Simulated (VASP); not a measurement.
# LaZn (R-3m) in VASP: notebook, part 2 of 3

VASP 6.6.1. The steps go on from the part before.

## Step 3: Electric field gradients, LDA (equal xy, yz and zx shear strains of +2 %)

INCAR

```
PREC = Accurate ; ENCUT = 520
EDIFF = 1E-8 ; ISMEAR = -1
SIGMA = 0.05 ; LREAL = False
LASPH = True ; NELM = 60
ALGO = Normal ; ISIF = 2
LWAVE = False ; LCHARG = False
GGA = CA ; LEFG = True
NBANDS = 18
```

KPOINTS

```
regular mesh
0
Gamma
  9 9 9
```

POSCAR

```
LaZn
1.0
    3.7500000000      0.0375000000      0.0375000000
    0.0375000000      3.7500000000      0.0375000000
    0.0375000000      0.0375000000      3.7500000000
La Zn
1 1
Direct
    0.5000000000      0.5000000000      0.5000000000
    0.0000000000      0.0000000000      0.0000000000
```

Potentials or basis: VASP PAW LDA potentials, release 64 (La, Zn).

Command:

```bash
$ cat potpaw_LDA.64/La/POTCAR potpaw_LDA.64/Zn/POTCAR > POTCAR
$ mpirun -np 1 vasp_std > vasp.out
```

OUTCAR:

```text
PREC = Accurate
   ENCUT = 520
   EDIFF = 1E-8
   ISMEAR = -1
   LREAL = False
   LASPH = True
   NELM = 60
   ISIF = 2
   GGA = CA

 ion  position               nearest neighbor table
   1  0.500  0.500  0.500-   2 3.23   2 3.23   2 3.23   2 3.23   2 3.23   2 3.23   2 3.31   2 3.31

   2  0.000  0.000  0.000-   1 3.23   1 3.23   1 3.23   1 3.23   1 3.23   1 3.23   1 3.31   1 3.31

  LATTYP: Found a trigonal (rhomboedric) cell.
 ALAT       =     3.7503749813
 COS(alpha) =     0.0200959808

  Lattice vectors:

 A1 = (   3.7500000000,   0.0375000000,   0.0375000000)
 A2 = (   0.0375000000,   3.7500000000,   0.0375000000)
 A3 = (   0.0375000000,   0.0375000000,   3.7500000000)

Analysis of symmetry for initial positions (statically):
=====================================================================
 Subroutine PRICEL returns:
 Original cell was already a primitive cell.

 Routine SETGRP: Setting up the symmetry group for a
 trigonal (rhombohedral) supercell.

 Subroutine GETGRP returns: Found 12 space group operations
 (whereof 12 operations were pure point group operations)
 out of a pool of 12 trial point group operations.

The static configuration has the point symmetry D_3d.

Analysis of symmetry for dynamics (positions and initial velocities):
=====================================================================
 Subroutine PRICEL returns:
 Original cell was already a primitive cell.

 Routine SETGRP: Setting up the symmetry group for a
 trigonal (rhombohedral) supercell.

 Subroutine GETGRP returns: Found 12 space group operations
 (whereof 12 operations were pure point group operations)
 out of a pool of 12 trial point group operations.

The dynamic configuration has the point symmetry D_3d.

 Subroutine INISYM returns: Found 12 space group operations
 (whereof 12 operations are pure point group operations),
 and found     1 'primitive' translations

----------------------------------------------------------------------------------------

                                     Primitive cell

  volume of cell :      52.7187

  direct lattice vectors                    reciprocal lattice vectors
     3.750000000  0.037500000  0.037500000     0.266719482 -0.002640787 -0.002640787
     0.037500000  3.750000000  0.037500000    -0.002640787  0.266719482 -0.002640787
     0.037500000  0.037500000  3.750000000    -0.002640787 -0.002640787  0.266719482

  length of vectors
     3.750374981  3.750374981  3.750374981     0.266745628  0.266745628  0.266745628

  position of ions in fractional coordinates (direct lattice)
     0.500000000  0.500000000  0.500000000
     0.000000000  0.000000000  0.000000000

  ion indices of the primitive-cell ions
   primitive index   ion index
                 1           1
                 2           2

----------------------------------------------------------------------------------------
[... 74 lines left out ...]
   IBRION =     -1    ionic relax: 0-MD 1-quasi-New 2-CG
   NFREE  =      0    steps in history (QN), initial steepest desc. (CG)
   ISIF   =      2    stress and relaxation
   ISYM   =      2    0-nonsym 1-usesym 2-fastsym
   POTIM  = 0.5000    time-step for ionic-motion
   TEBEG  =    0.0;   TEEND  =   0.0 temperature during run
   PSTRESS=    0.0 pullay stress
   NELECT =      23.0000    total number of electrons
   NUPDOWN=      -1.0000    fix difference up-down
   EMIN   =  10.00;   EMAX   =-10.00  energy-range for DOS
   EFERMI =   0.00;   METHOD = LEGACY
   ISMEAR =    -1;   SIGMA  =   0.05  broadening in eV -4-tet -1-fermi 0-gaus
   EFERMI_NEDOS =   21; number of points for ismear=-14 and -15
   IALGO  =     38    algorithm
   IMIX   =      4    mixing-type and parameters
     AMIX     =   0.40;   BMIX     =  1.00
     AMIX_MAG =   1.60;   BMIX_MAG =  1.00
  volume/ion in A,a.u.               =      26.36       177.88
  Fermi-wavevector in a.u.,A,eV,Ry     =   1.241641  2.346361 20.975721  1.541672
  Thomas-Fermi vector in A             =   2.376030
   LORBIT       =      0    0 simple, 1 ext, 2 COOP (PROOUT), +10 PAW based schemes
   GGA     = CA    functional components
   LHFCALC =     F    Hartree Fock is set to
   AEXX    =    0.0000 exact exchange contribution
   IVDW    =     0    specifies the selected vdW correction
   LEPSILON=     F    determine dielectric tensor
   LRPA    =     F    only Hartree local field effects (RPA)
 non-spin polarized calculation
  energy-cutoff  :      520.00
  volume of cell :       52.72
 maximum number of plane-waves:      1433
   NGX = 13   NGY = 13   NGZ = 13

 number of electron      23.0000031 magnetization

 Free energy of the ion-electron system (eV)
  ---------------------------------------------------
  ext. energy  EPLUGINS =         0.00000000
  ---------------------------------------------------
  free energy    TOTEN  =        -7.92882355 eV

  energy without entropy =       -7.90543959  energy(sigma->0) =       -7.91713157

 E-fermi :   6.0403     XC(G=0): -10.3753

 val. band max:        6.0353743296   @ k =   0.2222   0.1111   0.1111
 cond. band min:       6.0440052732   @ k =  -0.4444   0.2222   0.1111
 fundamental gap:      0.0086309435
 Fermi energy:         6.0403460770

 k-point     1 :       0.0000    0.0000    0.0000
  band No.  band energies     occupation
      1     -26.6527      2.00000
      2     -10.0526      2.00000
      3     -10.0526      2.00000
      4     -10.0217      2.00000
      5      -1.1006      2.00000
      6      -1.1006      2.00000
[... 481 lines left out ...]
      5      -1.0817      2.00000
      6      -1.0470      2.00000
[... 10 lines left out ...]
     17       8.0621      0.00000
     18       8.1138      0.00000

 [... further k-points ...]

------------------------ aborting loop because EDIFF is reached ----------------------------------------

  FORCE on cell =-STRESS in cart. coord.  units (eV):
  Direction    XX          YY          ZZ          XY          YZ          ZX
  --------------------------------------------------------------------------------------
  -------------------------------------------------------------------------------------
  Total       -1.2992291     -1.2992291     -1.2992291     -0.1823659     -0.1823659     -0.1823659
  in kB      -39.4849845    -39.4849845    -39.4849845     -5.5422980     -5.5422980     -5.5422980
  external PRESSURE =     -39.4849845 kB  Pullay stress =       0.0000000 kB

 VOLUME and BASIS-vectors are now :
 -----------------------------------------------------------------------------
  energy-cutoff  :      520.00
  volume of cell :       52.72
      direct lattice vectors                 reciprocal lattice vectors
     3.750000000  0.037500000  0.037500000     0.266719482 -0.002640787 -0.002640787
     0.037500000  3.750000000  0.037500000    -0.002640787  0.266719482 -0.002640787
     0.037500000  0.037500000  3.750000000    -0.002640787 -0.002640787  0.266719482

 POSITION                                       TOTAL-FORCE (eV/Angst)
 -----------------------------------------------------------------------------------
      1.91250      1.91250      1.91250         0.000000      0.000000     -0.000000
      0.00000      0.00000      0.00000        -0.000000     -0.000000      0.000000
 -----------------------------------------------------------------------------------
    total drift:                                0.000000      0.000000      0.000000

  FREE ENERGIE OF THE ION-ELECTRON SYSTEM (eV)
  ---------------------------------------------------
  free  energy   TOTEN  =        -7.9288235474 eV

  energy  without entropy=       -7.9054395852  energy(sigma->0) =       -7.91713157

 Electric field gradients (V/A^2)
---------------------------------------------------------------------
 ion       V_xx      V_yy      V_zz      V_xy      V_xz      V_yz
---------------------------------------------------------------------
   1      -0.000     0.000     0.000     3.276     3.276     3.276
   2      -0.000    -0.000    -0.000    -2.243    -2.243    -2.243
---------------------------------------------------------------------

 Electric field gradients after diagonalization (V/A^2)
 (convention: |V_zz| > |V_xx| > |V_yy|)
----------------------------------------------------------------------
 ion       V_xx      V_yy      V_zz     asymmetry (V_yy - V_xx)/ V_zz
----------------------------------------------------------------------
   1      -3.276    -3.276     6.552       0.000
   2       2.243     2.243    -4.487       0.000
----------------------------------------------------------------------

           NMR quadrupolar parameters

 Cq : quadrupolar parameter    Cq=e*Q*V_zz/h
 eta: asymmetry parameters     (V_yy - V_xx)/ V_zz
 Q  : nuclear electric quadrupole moment in mb (millibarn)
----------------------------------------------------------------------
 ion       Cq(MHz)       eta       Q (mb)
----------------------------------------------------------------------
   1       0.016       0.000       1.000
   2      -0.011       0.000       1.000
----------------------------------------------------------------------
```

OSZICAR:

```text
N       E                     dE             d eps       ncg     rms          rms(c)
DAV:   1     0.167526663203E+03    0.16753E+03   -0.96503E+03  3124   0.194E+03
DAV:   2     0.122171294859E+02   -0.15531E+03   -0.15054E+03  3828   0.281E+02
DAV:   3    -0.667310527635E+01   -0.18890E+02   -0.18204E+02  4140   0.114E+02
DAV:   4    -0.815487911327E+01   -0.14818E+01   -0.13915E+01  5644   0.235E+01
DAV:   5    -0.821544061180E+01   -0.60561E-01   -0.60439E-01  4368   0.430E+00    0.341E+00
DAV:   6    -0.795442518806E+01    0.26102E+00   -0.23258E+00  4628   0.192E+01    0.219E+00
DAV:   7    -0.793660780726E+01    0.17817E-01   -0.21206E-01  4056   0.556E+00    0.102E+00
DAV:   8    -0.792933696587E+01    0.72708E-02   -0.18266E-02  5398   0.112E+00    0.175E-01
DAV:   9    -0.792884037345E+01    0.49659E-03   -0.86630E-04  4960   0.270E-01    0.377E-02
DAV:  10    -0.792882377153E+01    0.16602E-04   -0.14389E-04  5180   0.109E-01    0.985E-03
DAV:  11    -0.792882318676E+01    0.58477E-06   -0.18301E-05  4184   0.446E-02    0.414E-03
DAV:  12    -0.792882355757E+01   -0.37081E-06   -0.19727E-06  5488   0.128E-02    0.115E-03
DAV:  13    -0.792882354790E+01    0.96661E-08   -0.18677E-07  4128   0.413E-03    0.389E-04
DAV:  14    -0.792882354742E+01    0.47748E-09   -0.13049E-08  3448   0.127E-03
   1 F= -.79288235E+01 E0= -.79171316E+01  d E =-.233840E-01
```

stdout:

```text
POSCAR found type information on POSCAR LaZn
 POSCAR found :  2 types and       2 ions
 scaLAPACK will be used
 LDA part: xc-table for (Slater(with rela. corr.)+CA(PZ))
 , standard interpolation
 POSCAR, INCAR and KPOINTS ok, starting setup
 FFT: planning ... GRIDC
 FFT: planning ... GRID_SOFT
 FFT: planning ... GRID
 WAVECAR not read
 entering main loop
ion   1

ion   2
```

Wall time 85 s (1 thread of Oxide Virtual Turin-like, shared host); peak memory 0.19 GiB.

Results:

| Property | Result |
| --- | --- |
| Free energy | -7.9288 eV |
| Pressure | -3.9 GPa |

Levels at points of the mesh, in eV from the Fermi level:
```csv
k point,band 10,band 11,band 12,band 13,band 14,band 15
"(0.00, 0.00, 0.00)",-6.06,-0.40,-0.40,1.57,1.59,1.59
```

Electric field gradients, principal values (V/Å²):
| atom | least | middle | greatest (by size) |
| --- | --- | --- | --- |
| 1 La | -3.276 | -3.276 | 6.552 |
| 2 Zn | 2.243 | 2.243 | -4.487 |

Caveat: the cell differs from its parent crystal (equal xy, yz and zx shear strains of +2 %); without QUAD_EFG the Cq values of the log hold for a quadrupole moment of 1 mb, not for the nuclei; spin-orbit coupling is left out, which moves the levels of the heavy elements.

(Continued in part 3 of 3.)
